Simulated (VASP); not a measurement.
# Sc2GeTe2 (I4/mmm) in VASP: further runs, part 3 of 3

VASP 6.6.1.

## (5) Single point, PBE, collinear spin

This run uses another cell than the first one, of 30.50 Å³/atom.

Input file INCAR:

```
PREC = Accurate
ENCUT = 520
EDIFF = 1E-6
ISMEAR = 0
SIGMA = 0.1
LREAL = False
LASPH = True
NELM = 150
ALGO = Normal
ISIF = 2
LWAVE = False
LCHARG = True
ISPIN = 2
MAGMOM = 1 1 0 0 0
LORBIT = 11
LMAXMIX = 4
GGA = PE
LELF = True
LVHAR = True
NBANDS = 36
```

Input file KPOINTS:

```
Automatic mesh
0
Gamma
  6 6 6
```

Input file POSCAR:

```
Sc2GeTe2
1.0
   -2.5230056764      2.5230056764      5.9887174792
    2.5230056764     -2.5230056764      5.9887174792
    2.5230056764      2.5230056764     -5.9887174792
Sc Ge Te
2 1 2
Direct
    0.6348313232      0.6348313232      0.0000000000
    0.3651686768      0.3651686768      0.0000000000
    0.0000000000      0.0000000000      0.0000000000
    0.7500000000      0.2500000000      0.5000000000
    0.2500000000      0.7500000000      0.5000000000
```

Potentials or basis: VASP PAW PBE potentials, release 64 (Sc_sv, Ge_d, Te).

The run is started by

```bash
$ cat potpaw_PBE.64/Sc_sv/POTCAR potpaw_PBE.64/Ge_d/POTCAR potpaw_PBE.64/Te/POTCAR > POTCAR
$ mpirun -np 1 vasp_std > vasp.out
```

OUTCAR:

```text
PREC = Accurate
   ENCUT = 520
   EDIFF = 1E-6
   ISMEAR = 0
   LREAL = False
   LASPH = True
   NELM = 150
   ISIF = 2
   ISPIN = 2
   LORBIT = 11
   GGA = PE

 ion  position               nearest neighbor table
   1  0.635  0.635  0.000-   5 2.88   4 2.88   4 2.88   5 2.88   2 3.23
   2  0.365  0.365  0.000-   4 2.88   5 2.88   5 2.88   4 2.88   1 3.23
   3  0.000  0.000  0.000-
   4  0.750  0.250  0.500-   2 2.88   1 2.88   2 2.88   1 2.88   5 3.57   5 3.57   5 3.57   5 3.57

   5  0.250  0.750  0.500-   2 2.88   1 2.88   2 2.88   1 2.88   4 3.57   4 3.57   4 3.57   4 3.57

  LATTYP: Found a body centered tetragonal cell.
 ALAT       =     5.0460113528
 C/A-ratio  =     2.3736440767

  Lattice vectors:

 A1 = (  -2.5230056764,   2.5230056764,   5.9887174792)
 A2 = (   2.5230056764,  -2.5230056764,   5.9887174792)
 A3 = (   2.5230056764,   2.5230056764,  -5.9887174792)

Analysis of symmetry for initial positions (statically):
=====================================================================
 Subroutine PRICEL returns:
 Original cell was already a primitive cell.

 Routine SETGRP: Setting up the symmetry group for a
 body centered tetragonal supercell.

 Subroutine GETGRP returns: Found 16 space group operations
 (whereof 16 operations were pure point group operations)
 out of a pool of 16 trial point group operations.

The static configuration has the point symmetry D_4h.

Analysis of symmetry for dynamics (positions and initial velocities):
=====================================================================
 Subroutine PRICEL returns:
 Original cell was already a primitive cell.

 Routine SETGRP: Setting up the symmetry group for a
 body centered tetragonal supercell.

 Subroutine GETGRP returns: Found 16 space group operations
 (whereof 16 operations were pure point group operations)
 out of a pool of 16 trial point group operations.

The dynamic configuration has the point symmetry D_4h.

Analysis of structural, dynamic, and magnetic symmetry:
[... 171 lines left out ...]
 cond. band min:       4.4659775306   @ k =   0.5000   0.0000  -0.0000
 fundamental gap:      0.0018648107
 Fermi energy:         4.4647165003

 spin component 1

 k-point     1 :       0.0000    0.0000    0.0000
  band No.  band energies     occupation
      1     -45.7612      1.00000
      2     -45.7492      1.00000
      3     -24.4863      1.00000
      4     -24.3790      1.00000
      5     -24.3790      1.00000
      6     -24.3732      1.00000
[... 925 lines left out ...]
     35       7.5754      0.00000
     36       7.9041      0.00000

 [... further k-points ...]

 spin component 2

 k-point     1 :       0.0000    0.0000    0.0000
  band No.  band energies     occupation
      1     -45.7088      1.00000
      2     -45.6975      1.00000
      3     -24.3825      1.00000
      4     -24.3489      1.00000
      5     -24.3489      1.00000
      6     -24.3437      1.00000
[... 925 lines left out ...]
     35       7.5938      0.00000
     36       7.9329      0.00000

 [... further k-points ...]

------------------------ aborting loop because EDIFF is reached ----------------------------------------

  FORCE on cell =-STRESS in cart. coord.  units (eV):
  Direction    XX          YY          ZZ          XY          YZ          ZX
  --------------------------------------------------------------------------------------
  -------------------------------------------------------------------------------------
  Total        0.1755649      0.1755649      0.2389938      0.0000000     -0.0000000      0.0000000
  in kB        1.8446672      1.8446672      2.5111174      0.0000000     -0.0000000      0.0000000
  external PRESSURE =       2.0668172 kB  Pullay stress =       0.0000000 kB

 VOLUME and BASIS-vectors are now :
 -----------------------------------------------------------------------------
  energy-cutoff  :      520.00
  volume of cell :      152.49
      direct lattice vectors                 reciprocal lattice vectors
    -2.523005676  2.523005676  5.988717479     0.000000000  0.198176328  0.083490330
     2.523005676 -2.523005676  5.988717479     0.198176328  0.000000000  0.083490330
     2.523005676  2.523005676 -5.988717479     0.198176328  0.198176328  0.000000000

 POSITION                                       TOTAL-FORCE (eV/Angst)
 -----------------------------------------------------------------------------------
      0.00000      0.00000      7.60365         0.000000      0.000000     -0.047761
      0.00000      0.00000      4.37378         0.000000      0.000000      0.047761
      0.00000      0.00000      0.00000        -0.000000     -0.000000     -0.000000
      0.00000      2.52301      2.99436        -0.000000     -0.000000      0.000000
      2.52301      0.00000      2.99436        -0.000000     -0.000000      0.000000
 -----------------------------------------------------------------------------------
    total drift:                               -0.000000      0.000000      0.000000

  FREE ENERGIE OF THE ION-ELECTRON SYSTEM (eV)
  ---------------------------------------------------
  free  energy   TOTEN  =       -23.9789178501 eV

  energy  without entropy=      -23.9559466898  energy(sigma->0) =      -23.96743227

 total charge

# of ion       s       p       d       tot
------------------------------------------
    1        2.197   6.091   1.046   9.334
    2        2.197   6.091   1.046   9.334
    3        1.292   0.732   9.963  11.987
    4        1.364   2.106   0.033   3.502
    5        1.364   2.106   0.033   3.502
--------------------------------------------------
tot          8.414  17.125  12.120  37.660

 magnetization (x)

# of ion       s       p       d       tot
------------------------------------------
    1        0.011   0.006   0.053   0.071
    2        0.011   0.006   0.053   0.071
    3        0.000  -0.152   0.000  -0.152
    4       -0.001  -0.007  -0.002  -0.010
    5       -0.001  -0.007  -0.002  -0.010
--------------------------------------------------
tot          0.020  -0.154   0.103  -0.031
```

It took 25 min on 1 thread of Intel Xeon 8259CL, shared host; peak memory 0.69 GiB.

Results:

- Free energy: -23.9789 eV
- Pressure: 0.2 GPa
- Largest force: 0.048 eV/Å
- Net moment: -0.17 μB per cell
- Site moments: Sc +0.07; Ge -0.15; Te -0.01 μB
- Valence electrons inside the program's atomic spheres: Sc 9.33; Ge 11.99; Te 3.50

Forces in eV/Å, atoms in the order of the input:
```
Sc   0.000  0.000 -0.048
Sc   0.000  0.000  0.048
Ge   0.000  0.000  0.000
Te   0.000  0.000  0.000
Te   0.000  0.000  0.000
```

Caveat: spin-orbit coupling is left out, which moves the levels of the heavy elements.

## (6) The runs side by side

```csv
task,spin,cell,cutoff (eV),gap on the mesh (eV),pressure (GPa),largest force (eV/Å)
single point,off,"a = 6.389 Å, angles 136.4, 136.4, 63.3°, 5 atoms, atomic positions A",520,none,13.0,0.59
single point,off,"a = 6.971 Å, angles 137.6, 137.6, 61.6°, 5 atoms, atomic positions B",520,none,0.1,0.01
relaxation of cell and atoms,off,"relaxed from a = 6.389 Å, angles 136.4, 136.4, 63.3°, 5 atoms, atomic positions A",600,none,0.0,0.02
single point,collinear,"a = 6.971 Å, angles 137.6, 137.6, 61.6°, 5 atoms, atomic positions B",520,none,0.2,0.05
```

Alike in all rows: level PBE; potentials or basis VASP PAW PBE potentials, release 64 (Sc_sv, Ge_d, Te); k mesh 6 × 6 × 6; smearing gaussian 0.1 eV.

Caveats: spin-orbit coupling is left out, which moves the levels of the heavy elements; the cell stands under pressure (at least some runs); the volume moved by over 15 % at a fixed basis, so the end points are rough (at least some runs).

Absolute energies hang on the potentials; compare differences alone.
